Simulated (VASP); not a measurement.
# AlCu (P4mm) in VASP: a series of runs

AlCu is run at these levels: PBEsol; tasks: single point.

Everything below comes from runs of VASP 6.6.1. Logs are shortened: lines on timing, memory, paths and dates and some standing lists are left out, and cuts for length are marked.

### 1 The cell of the first run

Symmetry: P4mm, No. 99, tetragonal system. The conventional cell has a = 2.907 Å, b = 2.907 Å, c = 2.907 Å, α = 90.00°, β = 90.00°, γ = 90.00°. Within 3.2 Å of Al (site symmetry 4mm) lie 8 Cu at 2.43 to 2.61 Å and 6 Al at 2.91 Å. Within 3.2 Å of Cu (site symmetry 4mm) lie 8 Al at 2.43 to 2.61 Å and 6 Cu at 2.91 Å.

### 2 Single point, PBEsol (atoms displaced along a vibrational mode, the cell strained)

INCAR

```
PREC     = Accurate       # precision mode
ENCUT    = 520            # plane-wave cutoff, eV
EDIFF    = 1E-6           # SCF threshold, eV
ISMEAR   = 0              # smearing method
SIGMA    = 0.15           # smearing width, eV
LREAL    = F              # projectors in reciprocal space
LASPH    = T              # aspherical terms in the spheres
NELM     = 60             # most SCF steps
ALGO     = Normal         # electronic algorithm
ISIF     = 2              # what is computed and relaxed
LWAVE    = F              # write WAVECAR
LCHARG   = T              # write CHGCAR
GGA      = PS             # functional
LELF     = T              # ELF
LVHAR    = T            
NBANDS   = 14             # bands
```

KPOINTS

```
Automatic mesh
0
Gamma
  16 16 16
```

POSCAR

```
AlCu
1.0
    2.9066309463      0.0000000000      0.0000000000
    0.0000000000      2.9066309463      0.0000000000
    0.0000000000      0.0000000000      2.9066309463
Al Cu
1 1
Direct
   -0.0389039758      0.0000000000      0.0000000000
    0.5165185711      0.5000000000      0.5000000000
```

Potentials or basis: VASP PAW PBE potentials, release 64 (Al, Cu).

Run with:

```console
$ cat potpaw_PBE.64/Al/POTCAR potpaw_PBE.64/Cu/POTCAR > POTCAR
$ mpirun -np 1 vasp_std > vasp.out
```

OUTCAR:

```text
PREC = Accurate
   ENCUT = 520
   EDIFF = 1E-6
   ISMEAR = 0
   LREAL = F
   LASPH = T
   NELM = 60
   ISIF = 2
   GGA = PS

 ion  position               nearest neighbor table
   1  0.961  0.000  0.000-   2 2.43   2 2.43   2 2.43   2 2.43   2 2.61   2 2.61   2 2.61   2 2.61

   2  0.517  0.500  0.500-   1 2.43   1 2.43   1 2.43   1 2.43   1 2.61   1 2.61   1 2.61   1 2.61

  LATTYP: Found a simple cubic cell.
 ALAT       =     2.9066309463

  Lattice vectors:

 A1 = (   2.9066309463,   0.0000000000,   0.0000000000)
 A2 = (   0.0000000000,   2.9066309463,   0.0000000000)
 A3 = (   0.0000000000,   0.0000000000,   2.9066309463)

Analysis of symmetry for initial positions (statically):
=====================================================================
 Subroutine PRICEL returns:
 Original cell was already a primitive cell.

 Routine SETGRP: Setting up the symmetry group for a
 simple cubic supercell.

 Subroutine GETGRP returns: Found  8 space group operations
 (whereof  8 operations were pure point group operations)
 out of a pool of 48 trial point group operations.

The static configuration has the point symmetry C_4v.

Analysis of symmetry for dynamics (positions and initial velocities):
=====================================================================
 Subroutine PRICEL returns:
 Original cell was already a primitive cell.

 Routine SETGRP: Setting up the symmetry group for a
 simple cubic supercell.

 Subroutine GETGRP returns: Found  8 space group operations
 (whereof  8 operations were pure point group operations)
 out of a pool of 48 trial point group operations.

The dynamic configuration has the point symmetry C_4v.

 Subroutine INISYM returns: Found  8 space group operations
 (whereof  8 operations are pure point group operations),
 and found     1 'primitive' translations

----------------------------------------------------------------------------------------

                                     Primitive cell

  volume of cell :      24.5567

  direct lattice vectors                    reciprocal lattice vectors
     2.906630946  0.000000000  0.000000000     0.344040925  0.000000000  0.000000000
     0.000000000  2.906630946  0.000000000     0.000000000  0.344040925  0.000000000
     0.000000000  0.000000000  2.906630946     0.000000000  0.000000000  0.344040925

  length of vectors
     2.906630946  2.906630946  2.906630946     0.344040925  0.344040925  0.344040925

[... 90 lines left out ...]
   PSTRESS=    0.0 pullay stress
   NELECT =      14.0000    total number of electrons
   NUPDOWN=      -1.0000    fix difference up-down
   EMIN   =  10.00;   EMAX   =-10.00  energy-range for DOS
   EFERMI =   0.00;   METHOD = LEGACY
   ISMEAR =     0;   SIGMA  =   0.15  broadening in eV -4-tet -1-fermi 0-gaus
   EFERMI_NEDOS =   21; number of points for ismear=-14 and -15
   IALGO  =     38    algorithm
   IMIX   =      4    mixing-type and parameters
     AMIX     =   0.40;   BMIX     =  1.00
     AMIX_MAG =   1.60;   BMIX_MAG =  1.00
  volume/ion in A,a.u.               =      12.28        82.86
  Fermi-wavevector in a.u.,A,eV,Ry     =   1.357462  2.565231 25.071490  1.842703
  Thomas-Fermi vector in A             =   2.484378
   LORBIT       =      0    0 simple, 1 ext, 2 COOP (PROOUT), +10 PAW based schemes
   GGA     = PS    functional components
   LHFCALC =     F    Hartree Fock is set to
   AEXX    =    0.0000 exact exchange contribution
   IVDW    =     0    specifies the selected vdW correction
   LEPSILON=     F    determine dielectric tensor
   LRPA    =     F    only Hartree local field effects (RPA)
 non-spin polarized calculation
 Gauss-broadening in eV      SIGMA  =   0.15
  energy-cutoff  :      520.00
  volume of cell :       24.56
 maximum number of plane-waves:       691
 NGX is ok and might be reduce to    24
   NGX = 11   NGY = 11   NGZ = 11

 number of electron      13.9999994 magnetization

 Free energy of the ion-electron system (eV)
  ---------------------------------------------------
  ext. energy  EPLUGINS =         0.00000000
  ---------------------------------------------------
  free energy    TOTEN  =        -8.61366960 eV

  energy without entropy =       -8.60747026  energy(sigma->0) =       -8.61056993

 E-fermi :  10.2046     XC(G=0): -12.0432

 val. band max:       10.2008052249   @ k =   0.2500   0.5000   0.4375
 cond. band min:      10.2203672513   @ k =   0.3125   0.3125   0.3125
 fundamental gap:      0.0195620264
 Fermi energy:        10.2046022133

 k-point     1 :       0.0000    0.0000    0.0000
  band No.  band energies     occupation
      1      -2.0925      2.00000
      2       4.7104      2.00000
      3       4.7314      2.00000
      4       5.8940      2.00000
      5       5.9154      2.00000
      6       5.9154      2.00000
      7      14.2170      0.00000
      8      14.2170      0.00000
      9      14.2465      0.00000
     10      16.6204      0.00000
     11      16.6293      0.00000
     12      21.3954      0.00000
     13      29.2492      0.00000
     14      29.2557      0.00000
[... 377 lines left out ...]
      1      -1.3933      2.00000
      2       4.7232      2.00000
      3       4.8263      2.00000
      4       5.7008      2.00000
      5       5.7563      2.00000
      6       5.9149      2.00000
      7      10.3979      0.06844
      8      14.0295      0.00000
      9      15.1369      0.00000
     10      17.3577      0.00000
     11      19.7362      0.00000
     12      24.0639      0.00000
     13      24.5618      0.00000
     14      25.6714      0.00000

 [... further k-points ...]

------------------------ aborting loop because EDIFF is reached ----------------------------------------

  FORCE on cell =-STRESS in cart. coord.  units (eV):
  Direction    XX          YY          ZZ          XY          YZ          ZX
  --------------------------------------------------------------------------------------
  -------------------------------------------------------------------------------------
  Total        1.2826131      1.5188154      1.5188154      0.0000000      0.0000000      0.0000000
  in kB       83.6828724     99.0936660     99.0936660      0.0000000      0.0000000      0.0000000
  external PRESSURE =      93.9567348 kB  Pullay stress =       0.0000000 kB

 VOLUME and BASIS-vectors are now :
 -----------------------------------------------------------------------------
  energy-cutoff  :      520.00
  volume of cell :       24.56
      direct lattice vectors                 reciprocal lattice vectors
     2.906630946  0.000000000  0.000000000     0.344040925  0.000000000  0.000000000
     0.000000000  2.906630946  0.000000000     0.000000000  0.344040925  0.000000000
     0.000000000  0.000000000  2.906630946     0.000000000  0.000000000  0.344040925

 POSITION                                       TOTAL-FORCE (eV/Angst)
 -----------------------------------------------------------------------------------
      2.79355      0.00000      0.00000         0.892272      0.000000      0.000000
      1.50133      1.45332      1.45332        -0.892272      0.000000     -0.000000
 -----------------------------------------------------------------------------------
    total drift:                               -0.000065      0.000000     -0.000012

  FREE ENERGIE OF THE ION-ELECTRON SYSTEM (eV)
  ---------------------------------------------------
  free  energy   TOTEN  =        -8.6136695960 eV

  energy  without entropy=       -8.6074702606  energy(sigma->0) =       -8.61056993
```

OSZICAR:

```text
N       E                     dE             d eps       ncg     rms          rms(c)
DAV:   1     0.536946669343E+02    0.53695E+02   -0.59998E+03 11760   0.129E+03
DAV:   2    -0.866256581297E+01   -0.62357E+02   -0.55918E+02 12038   0.214E+02
DAV:   3    -0.108376879556E+02   -0.21751E+01   -0.21271E+01 14698   0.447E+01
DAV:   4    -0.108752152487E+02   -0.37527E-01   -0.37512E-01 13626   0.490E+00
DAV:   5    -0.108764861006E+02   -0.12709E-02   -0.12708E-02 16964   0.963E-01    0.132E+01
DAV:   6    -0.113310875529E+02   -0.45460E+00   -0.44437E+01 13416   0.168E+02    0.992E+00
DAV:   7    -0.867181223249E+01    0.26593E+01   -0.84627E+00 13992   0.770E+01    0.118E+00
DAV:   8    -0.863736729947E+01    0.34445E-01   -0.54673E-01 15686   0.170E+01    0.123E+00
DAV:   9    -0.861355262864E+01    0.23815E-01   -0.90581E-02 14902   0.724E+00    0.598E-02
DAV:  10    -0.861374821534E+01   -0.19559E-03   -0.19538E-03 17356   0.723E-01    0.645E-02
DAV:  11    -0.861367168113E+01    0.76534E-04   -0.46881E-04 15052   0.551E-01    0.138E-02
DAV:  12    -0.861367021520E+01    0.14659E-05   -0.30311E-05 16594   0.134E-01    0.705E-03
DAV:  13    -0.861366959598E+01    0.61921E-06   -0.37462E-06 10148   0.489E-02
   1 F= -.86136696E+01 E0= -.86105699E+01  d E =-.619934E-02
```

Wall time 37 s (1 thread of Intel Xeon 6975P-C (Granite Rapids), shared host); peak memory 0.25 GiB.

Results:

- Free energy: -8.6137 eV
- Pressure: 9.4 GPa
- Largest force: 0.892 eV/Å
- Band gap on the k mesh: zero (bands 7 and 8 overlap by 4.96 eV)

Forces in eV/Å, atoms in the order of the input:
```
Al   0.892  0.000  0.000
Cu  -0.892  0.000  0.000
```

Levels at points of the mesh, in eV from the Fermi level:
| k point | band 4 | band 5 | band 6 | band 7 | band 8 | band 9 | band 10 | band 11 |
| --- | --- | --- | --- | --- | --- | --- | --- | --- |
| (0.00, 0.00, 0.00) | -4.31 | -4.29 | -4.29 | 4.01 | 4.01 | 4.04 | 6.42 | 6.42 |
| (0.50, 0.00, 0.00) | -4.78 | -4.78 | -4.25 | -3.42 | 7.23 | 8.16 | 8.16 | 9.30 |
| (0.00, 0.50, 0.00) | -4.81 | -4.77 | -4.23 | -3.44 | 7.22 | 8.31 | 8.42 | 9.02 |
| (0.50, 0.50, 0.00) | -4.67 | -4.14 | -4.07 | -3.86 | -0.92 | 0.05 | 10.96 | 13.11 |
| (0.00, 0.50, 0.50) | -4.74 | -4.06 | -4.06 | -3.86 | -0.95 | 0.06 | 11.01 | 12.83 |
| (0.50, 0.50, 0.50) | -3.84 | -3.83 | 0.38 | 0.38 | 0.51 | 2.02 | 2.44 | 2.44 |

Caveat: the cell differs from its parent crystal (atoms displaced along a vibrational mode, the cell strained); the cell stands under pressure; the PAW data sets were made with another functional, which shifts forces and pressure a little.

[end of part 1 of 2]
